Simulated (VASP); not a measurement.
Here is a VASP 6.6.1 calculation.

The input INCAR:

```
PREC     = Accurate       # precision mode
ENCUT    = 520            # plane-wave cutoff, eV
EDIFF    = 1E-7           # SCF threshold, eV
ISMEAR   = 0              # smearing method
SIGMA    = 0.01           # smearing width, eV
LREAL    = Auto         
LASPH    = T              # aspherical terms in the spheres
NELM     = 200            # most SCF steps
ALGO     = Normal         # electronic algorithm
ISIF     = 2              # what is computed and relaxed
LWAVE    = F              # write WAVECAR
LCHARG   = F              # write CHGCAR
ISPIN    = 2              # spin polarisation
MAGMOM   = 0 0 0 0.01 0 0 0 0 0 0 0 0 0 0 0.01 0 0 0.01 0 0.03 0 0.02 0 0 0.25 0 0.02 0 0 0 0.27 0 0.01 0 # initial moments
LORBIT   = 11             # projections on sites
NUPDOWN  = 1.0            # fixed moment
GGA      = PE             # functional
IBRION   = 2              # ionic algorithm
NSW      = 100            # ionic steps
EDIFFG   = -0.03          # ionic threshold
NELECT   = 137.0        
GGA_COMPAT= F            
NELMIN   = 4
```

File KPOINTS:

```
Automatic mesh
0
Gamma
  1 1 1
  0.25 0.25 0.25
```

Contents of POSCAR:

```
BN
1.0
    7.4650312800      0.0000000000      0.0000000000
   -3.7325156400      6.4649067300      0.0000000000
    0.0000000000      0.0000000000      6.4954828800
B N
17 17
Direct
    0.1111111100      0.2222222200      0.2500000000
    0.2222222200      0.1111111100      0.7500000000
    0.1111111100      0.5555555600      0.2500000000
    0.2222222200      0.4444444400      0.7500000000
    0.1111111100      0.8888888900      0.2500000000
    0.2222222200      0.7777777800      0.7500000000
    0.4444444400      0.2222222200      0.2500000000
    0.5555555600      0.1111111100      0.7500000000
    0.4444444400      0.5555555600      0.2500000000
    0.4444444400      0.8888888900      0.2500000000
    0.5555555600      0.7777777800      0.7500000000
    0.7777777800      0.2222222200      0.2500000000
    0.8888888900      0.1111111100      0.7500000000
    0.7777777800      0.5555555600      0.2500000000
    0.8888888900      0.4444444400      0.7500000000
    0.7777777800      0.8888888900      0.2500000000
    0.8888888900      0.7777777800      0.7500000000
    0.1111111100      0.2222222200      0.7500000000
    0.2222222200      0.1111111100      0.2500000000
    0.1111111100      0.5555555600      0.7500000000
    0.2222222200      0.4444444400      0.2500000000
    0.1111111100      0.8888888900      0.7500000000
    0.2222222200      0.7777777800      0.2500000000
    0.5555555600      0.1111111100      0.2500000000
    0.4444444400      0.5555555600      0.7500000000
    0.5555555600      0.4444444400      0.2500000000
    0.4444444400      0.8888888900      0.7500000000
    0.5555555600      0.7777777800      0.2500000000
    0.7777777800      0.2222222200      0.7500000000
    0.8888888900      0.1111111100      0.2500000000
    0.7777777800      0.5555555600      0.7500000000
    0.8888888900      0.4444444400      0.2500000000
    0.7777777800      0.8888888900      0.7500000000
    0.8888888900      0.7777777800      0.2500000000
```

Potentials or basis: VASP PAW PBE potentials, release 64 (B, N).

The run is started by

```sh
$ cat potpaw_PBE.64/B/POTCAR potpaw_PBE.64/N/POTCAR > POTCAR
$ mpirun -np 1 vasp_std > vasp.out
```

What does it give for the energy gained by relaxing?

22.3 meV/atom.

Step by step:
```tsv
step	energy change (eV)	largest force (eV/Å)	pressure (GPa)
1	0.0000	2.6750	9.75
2	1.5499	9.1433	12.79
3	-0.3919	1.3047	9.91
4	-0.5723	1.8231	9.03
5	-0.5730	1.6616	9.07
6	-0.6951	0.7435	8.05
7	-0.6966	0.7975	7.94
8	-0.7337	0.4265	7.76
9	-0.7337	0.4196	7.76
10	-0.7504	0.2503	7.70
11	-0.7504	0.2728	7.70
12	-0.7570	0.1448	7.79
13	-0.7571	0.1247	7.78
14	-0.7583	0.1012	7.83
15	-0.7583	0.0944	7.83
16	-0.7587	0.0487	7.84
17	-0.7587	0.0504	7.84
18	-0.7589	0.0257	7.83
```

Caveat: the k points lie up to 0.49 Å⁻¹ apart; the cell carries a net charge on a neutralising background, which shifts energy and pressure; the cell is charged against a uniform background, so pressure and absolute levels hang on convention; the total moment is fixed, so each spin has its own Fermi level and the state may be an excited one.
